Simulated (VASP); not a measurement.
Wanted: the native input for a VASP 6.6.1 run.

| Quantity | Value |
| --- | --- |
| Task | relaxation of cell and atoms |
| Functional | PBEsol |
| Potentials or basis | VASP PAW PBE potentials, release 64 (Sc_sv) |
| Cutoff | 600 eV |
| k mesh | 11 × 11 × 11 |
| Occupations | fermi-dirac, width 0.05 eV |
| Spin | no spin polarisation |
| Dipole correction | no |
| Further INCAR settings | ALGO = Normal; EDIFF = 1e-06; IBRION = 2; EDIFFG = -0.005; NSW = 60; ISIF = 3 |

The structure of Sc lies in POSCAR:

```
Sc
1.0
    0.0000000000      3.0949275353      3.0949275353
    3.0949275353      0.0000000000      3.0949275353
    3.0949275353      3.0949275353      0.0000000000
Sc
2
Direct
   -0.1250000000     -0.1250000000     -0.1250000000
    0.1250000000      0.1250000000      0.1250000000
```

This isn't the form of Sc at room conditions, which is hcp.

The input as run:

INCAR

```
SYSTEM = Sc
PREC = Accurate
ENCUT = 600
EDIFF = 1E-6
ISMEAR = -1
SIGMA = 0.05
LREAL = .FALSE.
LASPH = .TRUE.
NELM = 60
ALGO = Normal
ISIF = 3
LWAVE = .FALSE.
LCHARG = .FALSE.
GGA = PS
IBRION = 2
NSW = 60
EDIFFG = -0.005
```

KPOINTS

```
Automatic mesh
0
G
  11 11 11
  0 0 0
```

Potentials or basis: VASP PAW PBE potentials, release 64 (Sc_sv).

The run is started by

```sh
$ cat potpaw_PBE.64/Sc_sv/POTCAR > POTCAR
$ mpirun -np 1 vasp_std > vasp.out
```

Results of the run:

```yaml
Relaxed_volume: 30.71 Å³/atom
Relaxed_cell: a = 4.429 Å, b = 4.429 Å, c = 4.429 Å, α = 60.00°, β = 60.00°, γ = 60.00°
Space_group_after_relaxing_to_0.1_Å: Fd-3m (No. 227)
Energy_gained_by_relaxing: 2.3 meV/atom
Ionic_steps: 3
Pressure_after_relaxing: 0.0 GPa
Band_gap_on_the_k_mesh: zero (bands 11 and 12 overlap by 0.60 eV)
```

Caveat: the PAW data sets were made with another functional, which shifts forces and pressure a little.

Run time: 4 min on 1 thread of Intel Xeon 8259CL, on a shared host, peak memory 0.24 GiB.
